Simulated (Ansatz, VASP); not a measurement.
# Ir in VASP and in Ansatz

The input INCAR:

```
SYSTEM = Ir
ALGO     = Normal         ! electronic algorithm
EDIFF    = 1E-6           ! SCF threshold, eV
ENCUT    = 520            ! plane-wave cutoff, eV
GGA      = PE             ! functional
ISIF     = 2              ! what is computed and relaxed
ISMEAR   = -1             ! smearing method
LASPH    = .True.         ! aspherical terms in the spheres
LCHARG   = .True.         ! write CHGCAR
LELF     = .True.         ! ELF
LREAL    = .False.        ! projectors in reciprocal space
LVHAR    = .True.       
LWAVE    = .False.        ! write WAVECAR
NBANDS   = 16             ! bands
NELM     = 60             ! most SCF steps
PREC     = Accurate       ! precision mode
SIGMA    = 0.05           ! smearing width, eV
```

KPOINTS

```
k-points
0
Gamma
  18 18 10
  0 0 0
```

Contents of POSCAR:

```
Ir
1.0
    2.5262968083      0.0000000000      0.0000000000
   -1.2631484042      2.1878372135      0.0000000000
    0.0000000000      0.0000000000      4.1108854464
Ir
2
Direct
    0.3333333333      0.6666666667      0.2500000000
    0.6666666667      0.3333333333      0.7500000000
```

Input for Ansatz:

```yaml
crystal:
  lattice:
    - [2.5262968083, 0.0, 0.0]
    - [-1.2631484042, 2.1878372135, 0.0]
    - [0.0, 0.0, 4.1108854464]
  atoms:
    - { symbol: Ir, position: [0.3333333333, 0.6666666667, 0.25] }
    - { symbol: Ir, position: [0.6666666667, 0.3333333333, 0.75] }
kpoints:
  mp_grid: { grid: [18, 18, 10] }
scf:
  occupations: { method: fermi_dirac, width: 0.05 }
hamiltonian:
  xc: pbe
  pseudopotentials: { kind: all_electron, lapw: { basis_error: 0.001 } }
output:
  forces: true
  stress: true
  eigenvalues: true
  populations: true
```

Change from the starting cell: volume scaled by 0.78, LAPW.

Alike in both runs: task single point; functional PBE; k mesh 18 × 18 × 10; occupations fermi-dirac, width 0.05 eV; no spin polarisation.

|  | VASP | Ansatz |
| --- | --- | --- |
| version | VASP 6.6.1 | Ansatz 0.2.0 |
| potentials or method | VASP PAW PBE potentials, release 64 (Ir), cutoff 520 eV | all-electron LAPW, scalar-relativistic |

```csv
,VASP,Ansatz,Ansatz less VASP
pressure (GPa),162.2,158.4,-3.84
"traceless stress, the component that is largest in VASP (GPa)",0.10,-0.05,-0.149
```

Both programs put the cell under a high pressure, so it lies far from rest at this level. Ansatz ran all-electron here, and VASP with PAW potentials.

Spin-orbit coupling is off throughout. Noted on VASP's run: the cell as given lies far from equilibrium.
